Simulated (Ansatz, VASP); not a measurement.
# Cd in VASP and in Ansatz

```xyz
1
Lattice="0.0000 2.2886 2.2886 2.2886 0.0000 2.2886 2.2886 2.2886 0.0000" Properties=species:S:1:pos:R:3 pbc="T T T"
Cd    0.0000    0.0000    0.0000
```

Alike in both runs: functional revPBE; k mesh 12 × 12 × 12; occupations fermi-dirac, width 0.1 eV; no spin polarisation.

Ansatz relaxed the structure, and its values are those at the end. VASP's run is a single point on that final structure, the one shown.

|  | VASP | Ansatz |
| --- | --- | --- |
| version | VASP 6.6.1 | Ansatz 0.2.0 |
| potentials or method | VASP PAW PBE potentials, release 64 (Cd), cutoff 520 eV | plane waves (420 eV) with PAW, scalar-relativistic |
| valence electrons in the cell | 12 | 20 |

|  | VASP | Ansatz | Ansatz less VASP |
| --- | --- | --- | --- |
| pressure (GPa) | 0.2 | 0.0 | -0.19 |

VASP's potentials were made for PBE, not for revPBE. The functional is the same, so the differences come from potentials, cutoffs and numerics. VASP's potentials hold 12 valence electrons a cell and Ansatz's 20, so a difference there can come from the potentials and not from the codes.
